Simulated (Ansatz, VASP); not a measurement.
MgS in VASP and in Ansatz

Contents of INCAR:

```
  PREC = Accurate
  ENCUT = 600
  EDIFF = 1E-6
  ISMEAR = 0
  SIGMA = 0.01
  LREAL = False
  LASPH = True
  NELM = 120
  ALGO = Normal
  ISIF = 2
  LWAVE = False
  LCHARG = False
  GGA = PS
  NBANDS = 11
  GGA_COMPAT = False
```

KPOINTS

```
regular mesh
0
Gamma
  6 6 6
```

Contents of POSCAR:

```
MgS
1.0
    0.0000000000      2.5912657697      2.5912657697
    2.5912657697      0.0000000000      2.5912657697
    2.5912657697      2.5912657697      0.0000000000
Mg S
1 1
Direct
    0.0000000000      0.0000000000      0.0000000000
    0.5000000000      0.5000000000      0.5000000000
```

Input for Ansatz:

```yaml
crystal:
  lattice:
    - [0.0, 2.5912657697, 2.5912657697]
    - [2.5912657697, 0.0, 2.5912657697]
    - [2.5912657697, 2.5912657697, 0.0]
  atoms:
    - { symbol: Mg, position: [0.0, 0.0, 0.0] }
    - { symbol: S, position: [0.5, 0.5, 0.5] }
basis:
  ecutwfc: 600.0
kpoints:
  mp_grid: { grid: [6, 6, 6] }
  band_path:
    path:
      - [0.0, 0.0, 0.0]
      - [0.0, 0.0, 0.0]
      - [0.0, 0.0, 0.0]
      - [0.0, 0.0, 0.0]
      - [0.0, 0.0, 0.0]
      - [0.0, 0.0, 0.0]
      - [0.0, 0.0, 0.0]
      - [0.0, 0.0, 0.0]
      - [0.0, 0.0, 0.0]
      - [0.0, 0.0, 0.0]
      - [0.0, 0.0, 0.0]
      - [0.0, 0.0, 0.0]
      - [0.0, 0.0, 0.0]
      - [0.0, 0.0, 0.0]
      - [0.0, 0.0, 0.0]
      - [0.0, 0.0, 0.0]
      - [0.0, 0.0, 0.0]
      - [0.0, 0.0, 0.0]
      - [0.0, 0.0, 0.0]
      - [0.0, 0.0, 0.0]
      - [0.0, 0.0, 0.0]
      - [0.0, 0.0, 0.0]
      - [0.0, 0.0, 0.0]
      - [0.0, 0.0, 0.0]
      - [0.0, 0.0, 0.0]
      - [0.0, 0.0, 0.0]
      - [0.3, 0.3, 0.0]
      - [0.3166666667, 0.3166666667, 0.0]
      - [0.3333333333, 0.3333333333, 0.0]
      - [0.35, 0.35, 0.0]
      - [0.3666666667, 0.3666666667, 0.0]
      - [0.3833333333, 0.3833333333, 0.0]
      - [0.4, 0.4, 0.0]
      - [0.4166666667, 0.4166666667, 0.0]
      - [0.4333333333, 0.4333333333, 0.0]
      - [0.45, 0.45, 0.0]
      - [0.4666666667, 0.4666666667, 0.0]
      - [0.4833333333, 0.4833333333, 0.0]
      - [0.5, 0.5, 0.0]
      - [0.5, 0.5, 0.5]
      - [0.5, 0.5, 0.5]
      - [0.5, 0.5, 0.5]
      - [0.5, 0.5, 0.5]
      - [0.5, 0.5, 0.5]
      - [0.5, 0.5, 0.5]
      - [0.5, 0.5, 0.5]
      - [0.5, 0.5, 0.5]
      - [0.5, 0.5, 0.5]
      - [0.5, 0.5, 0.5]
      - [0.5, 0.5, 0.5]
      - [0.5, 0.5, 0.5]
      - [0.5, 0.5, 0.5]
      - [0.5, 0.5, 0.5]
      - [0.5, 0.5, 0.5]
      - [0.5, 0.5, 0.5]
      - [0.5, 0.5, 0.5]
      - [0.5, 0.5, 0.5]
      - [0.5, 0.5, 0.5]
      - [0.5, 0.5, 0.5]
      - [0.5, 0.5, 0.5]
      - [0.5, 0.5, 0.5]
      - [0.5, 0.5, 0.5]
      - [0.5, 0.5, 0.5]
      - [0.5, 0.5, 0.5]
      - [0.5, 0.5, 0.5]
    npoints: 1
hamiltonian:
  xc: pbesol
scf:
  occupations: { method: fixed }
  n_extra_bands: 5
output:
  eigenvalues: true
```

Alike in both runs: task single point; functional PBEsol; k mesh 6 × 6 × 6; no spin polarisation.

|  | VASP | Ansatz |
| --- | --- | --- |
| version | VASP 6.6.1 | Ansatz 0.2.0 |
| potentials or method | VASP PAW PBE potentials, release 64 (Mg, S), cutoff 600 eV | scalar-relativistic, plane waves, PAW |
| occupations | gaussian, width 0.01 eV | fixed |
| valence electrons in the cell | 8 | 16 |

|  | VASP | Ansatz | Ansatz less VASP |
| --- | --- | --- | --- |
| gap on the k mesh at the Fermi level (eV) | 2.73 | 2.72 | -0.003 |
| least direct gap on the mesh (eV) | 3.69 | 3.69 | 0.000 |

VASP's potentials were made for PBE, not for PBEsol. VASP's potentials hold 8 valence electrons a cell and Ansatz's 16, so a difference there can come from the potentials and not from the codes.
